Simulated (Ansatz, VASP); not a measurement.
**V: VASP beside Ansatz**

```xyz
2
Lattice="3.0560 0.0000 0.0000 0.0000 3.0560 0.0000 0.0000 0.0000 2.8979" Properties=species:S:1:pos:R:3 pbc="T T T"
V     0.0000    0.0000    0.0000
V     1.5280    1.5280    1.4490
```

Alike in both runs: task single point; functional PBE; k mesh 2 × 2 × 2; occupations fermi-dirac, width 0.1 eV; collinear spin; Hubbard terms V d U = 2.5 eV.

```csv
,VASP,Ansatz
version,VASP 6.6.1,Ansatz 0.2 development build
potentials or method,"VASP PAW PBE potentials, release 64 (V_sv)","PAW hard, scalar-relativistic"
plane-wave cutoff (eV),500,840
```

Ansatz gave:

* net moment per atom (μB): 0.00
* size of the moment on the site where the two differ most (μB): 1.90

**Question.** Estimate VASP's values.

**Answer.** net moment per atom (μB): 0.00; size of the moment on the site where the two differ most (μB): 1.06.

Site moments also hang on the region over which each program counts them. The programs project onto different local orbitals, so the same U acts differently, and such runs can settle in different states. Ansatz's warnings: filled band counts differ across k points.

The k mesh is coarse, so the values compare programs but aren't converged.
